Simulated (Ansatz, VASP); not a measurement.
**One calculation of HfN, two programs**

File INCAR:

```
ALGO = Normal ; EDIFF = 1E-6
ENCUT = 520 ; GGA = PE
ISIF = 2 ; ISMEAR = 0
LASPH = T ; LCHARG = F
LREAL = F ; LWAVE = F
NBANDS = 14 ; NELM = 60
PREC = Accurate ; SIGMA = 0.15
```

File KPOINTS:

```
k-points
0
Gamma
  18 18 18
```

File POSCAR:

```
HfN
1.0
    0.0000000000      2.1912300000      2.1912300000
    2.1912300000      0.0000000000      2.1912300000
    2.1912300000      2.1912300000      0.0000000000
Hf N
1 1
Direct
    0.0000000000      0.0000000000      0.0000000000
    0.5000000000      0.5000000000      0.5000000000
```

Input for Ansatz:

```yaml
crystal:
  lattice:
    - [0.0, 2.19123, 2.19123]
    - [2.19123, 0.0, 2.19123]
    - [2.19123, 2.19123, 0.0]
  atoms:
    - { symbol: Hf, position: [0.0, 0.0, 0.0] }
    - { symbol: "N", position: [0.5, 0.5, 0.5] }
basis:
  ecutwfc: 420
kpoints:
  mp_grid: { grid: [18, 18, 18] }
hamiltonian:
  xc: pbe
scf:
  occupations: { method: gaussian, width: 0.15 }
output:
  forces: true
  stress: true
  eigenvalues: true
```

Change from the starting cell: strain -0.030 along x and y, -0.030 along z, atoms carried along.

Alike in both runs: task single point; functional PBE; k mesh 18 × 18 × 18; occupations gaussian, width 0.15 eV; no spin polarisation.

```csv
,VASP,Ansatz
version,VASP 6.6.1,Ansatz 0.2.0
potentials or method,"VASP PAW PBE potentials, release 64 (Hf_pv, N), cutoff 520 eV","scalar-relativistic, plane waves, PAW"
valence electrons in the cell,15,31
```

```csv
,VASP,Ansatz,Ansatz less VASP
gap on the k mesh at the Fermi level (eV),none,none,-
pressure (GPa),34.5,37.1,+2.55
```

A gap of «none» marks a metal or a gap that the smearing closes. Both programs put the cell under a high pressure, so it lies far from rest at this level. With one functional, cell and mesh, what is left measures potentials, basis and numerics. VASP's potentials hold 15 valence electrons a cell and Ansatz's 31, so a difference there can come from the potentials and not from the codes.

Spin-orbit coupling is off throughout.
